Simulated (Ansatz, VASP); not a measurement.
## Two plane-wave programs on Yb

```
Yb
1.0
     0.00000    2.61052    2.61052
     2.61052    0.00000    2.61052
     2.61052    2.61052    0.00000
Yb
1
Direct
  0.00000 0.00000 0.00000
```

Alike in both runs: task single point; functional RPBE; k mesh 17 × 17 × 17; occupations fermi-dirac, width 0.05 eV; collinear spin.

|  | VASP | Ansatz |
| --- | --- | --- |
| version | VASP 6.6.1 | Ansatz 0.2.0 |
| potentials or method | VASP PAW PBE potentials, release 64 (Yb), cutoff 520 eV | plane waves (420 eV) with PAW, scalar-relativistic |
| valence electrons in the cell | 24 | 24 |

```tsv
	VASP	Ansatz	Ansatz less VASP
pressure (GPa)	3.3	1.6	-1.72
net moment per atom (μB)	0.00	0.00	0.000
```

VASP's potentials were made for PBE, not for RPBE. With one functional, cell and mesh, what is left measures potentials, basis and numerics. Ansatz's warnings: given moment on shells, seeded moment not kept.

Neither program's run includes spin-orbit coupling.
